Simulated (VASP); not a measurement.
Runs of VASP 6.6.1 on Ge. The structure is that of space group P6/mmm (No. 191), or close to it. The cells are those of the table. 

| cell | gap on the mesh (eV) | pressure (GPa) |
| --- | --- | --- |
| a = 2.761, b = 2.761, c = 2.591 Å, angles 90.0, 90.0, 121.3°, 1 atom | none | 7.8 |
| a = 2.794, b = 2.794, c = 2.626 Å, angles 90.0, 90.0, 121.1°, 1 atom | none | 3.8 |
| a = 2.818, b = 2.818, c = 2.674 Å, angles 90.0, 90.0, 120.0°, 1 atom | none | (a) |
| a = 2.807, b = 2.807, c = 2.650 Å, angles 90.0, 90.0, 120.8°, 1 atom | none | 1.8 |
| a = 2.777, b = 2.777, c = 2.607 Å, angles 90.0, 90.0, 121.3°, 1 atom | none | (b) |

Alike in all rows: task single point; level PBEsol; potentials or basis VASP PAW PBE potentials, release 64 (Ge_d); no spin polarisation; k mesh 11 × 11 × 10; cutoff (eV) 500; smearing methfessel-paxton 0.1 eV.

**Question.** Fill in the values left out.

**Answer.** (a) -0.2; (b) 5.8.

Caveats: the PAW data sets were made with another functional, which shifts forces and pressure a little; the cell stands under pressure (at least some runs).

A k mesh can miss the band edges, and the runs leave out spin-orbit coupling on Ge.

A gap of «none» marks levels without a gap at the run's occupations.
